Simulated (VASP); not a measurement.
# Cu in VASP: notebook

Runs on Cu. Level: PBEsol. Tasks: electric field gradients.

Program: VASP 6.6.1. These are calculated values, not measurements. Logs are shortened: lines on timing, memory, paths and dates and some standing lists are left out, and cuts for length are marked.

**1. The cell of the first run**

Symmetry: I4/mmm, No. 139, tetragonal system. Conventional cell: a = 2.505 Å, b = 2.505 Å, c = 3.615 Å, α = 90.00°, β = 90.00°, γ = 90.00°. Within 3.3 Å of Cu (site symmetry 4/mmm) lie 12 Cu at 2.51 to 2.53 Å.

**2. Electric field gradients, PBEsol (equal xx and yy strain of -2 %)**

The input, INCAR:

```
PREC = Accurate
ENCUT = 520
EDIFF = 1E-8
ISMEAR = -1
SIGMA = 0.03
LREAL = False
LASPH = True
NELM = 80
ALGO = Normal
ISIF = 2
LWAVE = False
LCHARG = False
GGA = PS
LEFG = True
NBANDS = 12
```

The input, KPOINTS:

```
Automatic mesh
0
Gamma
  17 17 17
```

The input, POSCAR:

```
Cu
1.0
    0.0000000000      1.7713500000      1.8075000000
    1.7713500000      0.0000000000      1.8075000000
    1.7713500000      1.7713500000      0.0000000000
Cu
1
Direct
    0.0000000000      0.0000000000      0.0000000000
```

Potentials or basis: VASP PAW PBE potentials, release 64 (Cu).

The run is started by

```bash
$ cat potpaw_PBE.64/Cu/POTCAR > POTCAR
$ mpirun -np 1 vasp_std > vasp.out
```

OUTCAR:

```text
PREC = Accurate
   ENCUT = 520
   EDIFF = 1E-8
   ISMEAR = -1
   LREAL = False
   LASPH = True
   NELM = 80
   ISIF = 2
   GGA = PS

 ion  position               nearest neighbor table
   1  0.000  0.000  0.000-

  LATTYP: Found a body centered tetragonal cell.
 ALAT       =     2.5050671937
 C/A-ratio  =     1.4430750636

  Lattice vectors:

 A1 = (  -1.7713500000,   0.0000000000,   1.8075000000)
 A2 = (   1.7713500000,   0.0000000000,   1.8075000000)
 A3 = (   0.0000000000,   1.7713500000,  -1.8075000000)

Analysis of symmetry for initial positions (statically):
=====================================================================
 Subroutine PRICEL returns:
 Original cell was already a primitive cell.

 Routine SETGRP: Setting up the symmetry group for a
 body centered tetragonal supercell.

 Subroutine GETGRP returns: Found 16 space group operations
 (whereof 16 operations were pure point group operations)
 out of a pool of 16 trial point group operations.

The static configuration has the point symmetry D_4h.

Analysis of symmetry for dynamics (positions and initial velocities):
=====================================================================
 Subroutine PRICEL returns:
 Original cell was already a primitive cell.

 Routine SETGRP: Setting up the symmetry group for a
 body centered tetragonal supercell.

 Subroutine GETGRP returns: Found 16 space group operations
 (whereof 16 operations were pure point group operations)
 out of a pool of 16 trial point group operations.

The dynamic configuration has the point symmetry D_4h.

 Subroutine INISYM returns: Found 16 space group operations
 (whereof 16 operations are pure point group operations),
 and found     1 'primitive' translations

----------------------------------------------------------------------------------------

                                     Primitive cell

  volume of cell :      11.3427

  direct lattice vectors                    reciprocal lattice vectors
     0.000000000  1.771350000  1.807500000    -0.282270585  0.282270585  0.276625173
     1.771350000  0.000000000  1.807500000     0.282270585 -0.282270585  0.276625173
     1.771350000  1.771350000  0.000000000     0.282270585  0.282270585 -0.276625173

  length of vectors
     2.530758201  2.530758201  2.505067194     0.485669489  0.485669489  0.485669489

  position of ions in fractional coordinates (direct lattice)
     0.000000000  0.000000000  0.000000000

  ion indices of the primitive-cell ions
   primitive index   ion index
                 1           1

----------------------------------------------------------------------------------------

 KPOINTS: Automatic mesh

Automatic generation of k-mesh.
 Grid dimensions read from file:
 generate k-points for:   17   17   17

 Generating k-lattice:

  Cartesian coordinates                     Fractional coordinates (reciprocal lattice)
    -0.016604152  0.016604152  0.016272069     0.058823529  0.000000000  0.000000000
     0.016604152 -0.016604152  0.016272069     0.000000000  0.058823529  0.000000000
     0.016604152  0.016604152 -0.016272069     0.000000000  0.000000000  0.058823529

  Length of vectors
     0.028568793  0.028568793  0.028568793

  Shift w.r.t. Gamma in fractional coordinates (k-lattice)
     0.000000000  0.000000000  0.000000000

 Subroutine IBZKPT returns following result:
 ===========================================

 Found    405 irreducible k-points:

 Following reciprocal coordinates:
            Coordinates               Weight
  0.000000  0.000000  0.000000      1.000000
  0.058824  0.000000  0.000000      8.000000
  0.117647 -0.000000  0.000000      8.000000
  0.176471 -0.000000  0.000000      8.000000
  0.235294 -0.000000  0.000000      8.000000
  0.294118 -0.000000  0.000000      8.000000
[... 16 lines left out ...]
 -0.176471  0.058824  0.000000      8.000000
 -0.117647  0.058824  0.000000      8.000000
 [... further k-points ...]
   k-points           NKPTS =    405   k-points in BZ     NKDIM =    405   number of bands    NBANDS=     12
   number of dos      NEDOS =    301   number of ions     NIONS =      1
   total plane-waves  NPLWV =   8000
   dimension x,y,z NGX =    20 NGY =   20 NGZ =   20
   dimension x,y,z NGXF=    40 NGYF=   40 NGZF=   40
   ions per type =               1
   NGX,Y,Z   is equivalent  to a cutoff of  13.14, 13.14, 13.27 a.u.
   NGXF,Y,Z  is equivalent  to a cutoff of  26.28, 26.28, 26.55 a.u.
 SYSTEM =  unknown system
   PREC   = accura    normal or accurate (medium, high low for compatibility)
   ISTART =      0    job   : 0-new  1-cont  2-samecut
   ICHARG =      2    charge: 1-file 2-atom 10-const
   ISPIN  =      1    spin polarized calculation?
   LNONCOLLINEAR =      F non collinear calculations
   LSORBIT =      F    spin-orbit coupling
   LASPH  =      T    aspherical Exc in radial PAW
   ENCUT  =  520.0 eV  38.22 Ry    6.18 a.u.   4.71  4.71  4.66*2*pi/ulx,y,z
   NELM   =     80;   NELMIN=  2; NELMDL= -5     # of ELM steps
   EDIFF  = 0.1E-07   stopping-criterion for ELM
   LREAL  =      F    real-space projection
   EDIFFG = 0.1E-06   stopping-criterion for IOM
   NSW    =      0    number of steps for IOM
   IBRION =     -1    ionic relax: 0-MD 1-quasi-New 2-CG
   NFREE  =      0    steps in history (QN), initial steepest desc. (CG)
   ISIF   =      2    stress and relaxation
   ISYM   =      2    0-nonsym 1-usesym 2-fastsym
   POTIM  = 0.5000    time-step for ionic-motion
   TEBEG  =    0.0;   TEEND  =   0.0 temperature during run
   PSTRESS=    0.0 pullay stress
   NELECT =      11.0000    total number of electrons
   NUPDOWN=      -1.0000    fix difference up-down
   EMIN   =  10.00;   EMAX   =-10.00  energy-range for DOS
   EFERMI =   0.00;   METHOD = LEGACY
   ISMEAR =    -1;   SIGMA  =   0.03  broadening in eV -4-tet -1-fermi 0-gaus
   EFERMI_NEDOS =   21; number of points for ismear=-14 and -15
   IALGO  =     38    algorithm
   IMIX   =      4    mixing-type and parameters
     AMIX     =   0.40;   BMIX     =  1.00
     AMIX_MAG =   1.60;   BMIX_MAG =  1.00
  volume/ion in A,a.u.               =      11.34        76.54
  Fermi-wavevector in a.u.,A,eV,Ry     =   1.620442  3.062191 35.726597  2.625831
  Thomas-Fermi vector in A             =   2.714380
   LORBIT       =      0    0 simple, 1 ext, 2 COOP (PROOUT), +10 PAW based schemes
   GGA     = PS    functional components
   LHFCALC =     F    Hartree Fock is set to
   AEXX    =    0.0000 exact exchange contribution
   IVDW    =     0    specifies the selected vdW correction
   LEPSILON=     F    determine dielectric tensor
   LRPA    =     F    only Hartree local field effects (RPA)
 non-spin polarized calculation
  energy-cutoff  :      520.00
  volume of cell :       11.34
 maximum number of plane-waves:       319
   NGX =  9   NGY =  9   NGZ =  9

 number of electron      11.0000011 magnetization

 Free energy of the ion-electron system (eV)
  ---------------------------------------------------
  ext. energy  EPLUGINS =         0.00000000
  ---------------------------------------------------
  free energy    TOTEN  =        -4.30755938 eV

  energy without entropy =       -4.30682151  energy(sigma->0) =       -4.30719044

 E-fermi :   7.9734     XC(G=0): -13.1464

 val. band max:        7.9009573931   @ k =  -0.1176   0.3529   0.2941
 cond. band min:       7.9893252550   @ k =  -0.3529   0.0000   0.1765
 fundamental gap:      0.0883678619
 Fermi energy:         7.9733725161

 k-point     1 :       0.0000    0.0000    0.0000
  band No.  band energies     occupation
      1      -1.7923      2.00000
      2       4.6776      2.00000
      3       4.7820      2.00000
      4       4.7820      2.00000
      5       5.5763      2.00000
      6       5.6843      2.00000
      7      30.8241      0.00000
      8      33.6815      0.00000
      9      33.7829      0.00000
     10      33.7829      0.00000
     11      36.2433      0.00000
     12      36.2433      0.00000

 k-point     2 :       0.0588    0.0000    0.0000
  band No.  band energies     occupation
      1      -1.6624      2.00000
      2       4.6799      2.00000
      3       4.7764      2.00000
      4       4.8073      2.00000
      5       5.5676      2.00000
      6       5.6725      2.00000
      7      30.1300      0.00000
      8      32.2261      0.00000
      9      33.2991      0.00000
     10      33.3842      0.00000
     11      36.8272      0.00000
     12      36.8691      0.00000
[... 316 lines left out ...]
 k-point    24 :      -0.1176    0.0588    0.0000
  band No.  band energies     occupation
      1      -0.9749      2.00000
      2       4.5897      2.00000
      3       4.8336      2.00000
      4       4.9200      2.00000
      5       5.5605      2.00000
      6       5.6294      2.00000
      7      26.5009      0.00000
      8      29.0551      0.00000
      9      32.7754      0.00000
     10      34.2654      0.00000
     11      36.8749      0.00000
     12      37.2198      0.00000

 [... further k-points ...]
[... 5 lines left out ...]
  --------------------------------------------------------------------------------------
  -------------------------------------------------------------------------------------
  Total        0.0437608      0.0437608     -0.0725783      0.0000000      0.0000000      0.0000000
  in kB        6.1812908      6.1812908    -10.2518032      0.0000000      0.0000000      0.0000000
  external PRESSURE =       0.7035928 kB  Pullay stress =       0.0000000 kB

 VOLUME and BASIS-vectors are now :
 -----------------------------------------------------------------------------
  energy-cutoff  :      520.00
  volume of cell :       11.34
      direct lattice vectors                 reciprocal lattice vectors
     0.000000000  1.771350000  1.807500000    -0.282270585  0.282270585  0.276625173
     1.771350000  0.000000000  1.807500000     0.282270585 -0.282270585  0.276625173
     1.771350000  1.771350000  0.000000000     0.282270585  0.282270585 -0.276625173

 POSITION                                       TOTAL-FORCE (eV/Angst)
 -----------------------------------------------------------------------------------
      0.00000      0.00000      0.00000         0.000000      0.000000      0.000000
 -----------------------------------------------------------------------------------
    total drift:                               -0.000000     -0.000000     -0.000000

  FREE ENERGIE OF THE ION-ELECTRON SYSTEM (eV)
  ---------------------------------------------------
  free  energy   TOTEN  =        -4.3075593756 eV

  energy  without entropy=       -4.3068215107  energy(sigma->0) =       -4.30719044

 Electric field gradients (V/A^2)
---------------------------------------------------------------------
 ion       V_xx      V_yy      V_zz      V_xy      V_xz      V_yz
---------------------------------------------------------------------
   1      -0.729    -0.729     1.457     0.003     0.002     0.002
---------------------------------------------------------------------

 Electric field gradients after diagonalization (V/A^2)
 (convention: |V_zz| > |V_xx| > |V_yy|)
----------------------------------------------------------------------
 ion       V_xx      V_yy      V_zz     asymmetry (V_yy - V_xx)/ V_zz
----------------------------------------------------------------------
   1      -0.731    -0.726     1.457       0.003
----------------------------------------------------------------------

           NMR quadrupolar parameters

 Cq : quadrupolar parameter    Cq=e*Q*V_zz/h
 eta: asymmetry parameters     (V_yy - V_xx)/ V_zz
 Q  : nuclear electric quadrupole moment in mb (millibarn)
----------------------------------------------------------------------
 ion       Cq(MHz)       eta       Q (mb)
----------------------------------------------------------------------
   1       0.004       0.003       1.000
----------------------------------------------------------------------
```

It took 1.7 min on 1 thread of AMD EPYC 7R13, shared host; peak memory 0.14 GiB.

What came out:

* Free energy: -4.3076 eV
* Pressure: 0.1 GPa

Stress tensor (GPa, compression positive):
```
 0.62  0.00  0.00
 0.00  0.62  0.00
 0.00  0.00 -1.03
```

Electric field gradients, principal values (V/Å²):
| atom | least | middle | greatest (by size) |
| --- | --- | --- | --- |
| 1 Cu | -0.726 | -0.731 | 1.457 |

Caveat: the cell differs from its parent crystal (equal xx and yy strain of -2 %); without QUAD_EFG the Cq values of the log hold for a quadrupole moment of 1 mb, not for the nuclei; the PAW data sets were made with another functional, which shifts forces and pressure a little.

**3. Electric field gradients, PBEsol (equal xx and yy strain of -2 %)**

The input, INCAR:

```
SYSTEM = Cu
ALGO = Normal
EDIFF = 1E-8
ENCUT = 520
GGA = PS
ISIF = 2
ISMEAR = -1
LASPH = .True.
LCHARG = .False.
LEFG = .True.
LREAL = .False.
LWAVE = .False.
NBANDS = 12
NELM = 100
PREC = Accurate
SIGMA = 0.03
```

The input, KPOINTS:

```
k-points
0
Gamma
  17 17 17
  0 0 0
```

POSCAR is that of step 2.

Potentials or basis: VASP PAW PBE potentials, release 64 (Cu).

The run is started by

```bash
$ cat potpaw_PBE.64/Cu/POTCAR > POTCAR
$ mpirun -np 1 vasp_std > vasp.out
```

OUTCAR:

```text
SYSTEM = Cu
   EDIFF = 1E-8
   ENCUT = 520
   GGA = PS
   ISIF = 2
   ISMEAR = -1
   LASPH = .True.
   LREAL = .False.
   NELM = 100
   PREC = Accurate

 ion  position               nearest neighbor table
   1  0.000  0.000  0.000-

  LATTYP: Found a body centered tetragonal cell.
 ALAT       =     2.5050671937
 C/A-ratio  =     1.4430750636

  Lattice vectors:

 A1 = (  -1.7713500000,   0.0000000000,   1.8075000000)
 A2 = (   1.7713500000,   0.0000000000,   1.8075000000)
 A3 = (   0.0000000000,   1.7713500000,  -1.8075000000)

Analysis of symmetry for initial positions (statically):
=====================================================================
 Subroutine PRICEL returns:
 Original cell was already a primitive cell.

 Routine SETGRP: Setting up the symmetry group for a
 body centered tetragonal supercell.

 Subroutine GETGRP returns: Found 16 space group operations
 (whereof 16 operations were pure point group operations)
 out of a pool of 16 trial point group operations.
[... 540 lines left out ...]
 -----------------------------------------------------------------------------
  energy-cutoff  :      520.00
  volume of cell :       11.34
      direct lattice vectors                 reciprocal lattice vectors
     0.000000000  1.771350000  1.807500000    -0.282270585  0.282270585  0.276625173
     1.771350000  0.000000000  1.807500000     0.282270585 -0.282270585  0.276625173
     1.771350000  1.771350000  0.000000000     0.282270585  0.282270585 -0.276625173

 POSITION                                       TOTAL-FORCE (eV/Angst)
 -----------------------------------------------------------------------------------
      0.00000      0.00000      0.00000         0.000000      0.000000      0.000000
 -----------------------------------------------------------------------------------
    total drift:                               -0.000000     -0.000000     -0.000000

  FREE ENERGIE OF THE ION-ELECTRON SYSTEM (eV)
  ---------------------------------------------------
  free  energy   TOTEN  =        -4.3075593756 eV

  energy  without entropy=       -4.3068215107  energy(sigma->0) =       -4.30719044

 Electric field gradients (V/A^2)
---------------------------------------------------------------------
 ion       V_xx      V_yy      V_zz      V_xy      V_xz      V_yz
---------------------------------------------------------------------
   1      -0.729    -0.729     1.457     0.003     0.002     0.002
---------------------------------------------------------------------

 Electric field gradients after diagonalization (V/A^2)
 (convention: |V_zz| > |V_xx| > |V_yy|)
----------------------------------------------------------------------
 ion       V_xx      V_yy      V_zz     asymmetry (V_yy - V_xx)/ V_zz
----------------------------------------------------------------------
   1      -0.731    -0.726     1.457       0.003
----------------------------------------------------------------------

           NMR quadrupolar parameters

 Cq : quadrupolar parameter    Cq=e*Q*V_zz/h
 eta: asymmetry parameters     (V_yy - V_xx)/ V_zz
 Q  : nuclear electric quadrupole moment in mb (millibarn)
----------------------------------------------------------------------
 ion       Cq(MHz)       eta       Q (mb)
----------------------------------------------------------------------
   1       0.004       0.003       1.000
----------------------------------------------------------------------
```

Wall time 99 s (1 thread of AMD EPYC 7R13, shared host); peak memory 0.14 GiB.

What came out:

```yaml
Free_energy: -4.3076 eV
Pressure: 0.1 GPa
```

Electric field gradients, principal values (V/Å²):
```
atom   least  middle  greatest (by size)
1 Cu  -0.726  -0.731               1.457
```

Caveat: the cell differs from its parent crystal (equal xx and yy strain of -2 %); without QUAD_EFG the Cq values of the log hold for a quadrupole moment of 1 mb, not for the nuclei; the PAW data sets were made with another functional, which shifts forces and pressure a little.

(Part 1 of 3 ends here.)
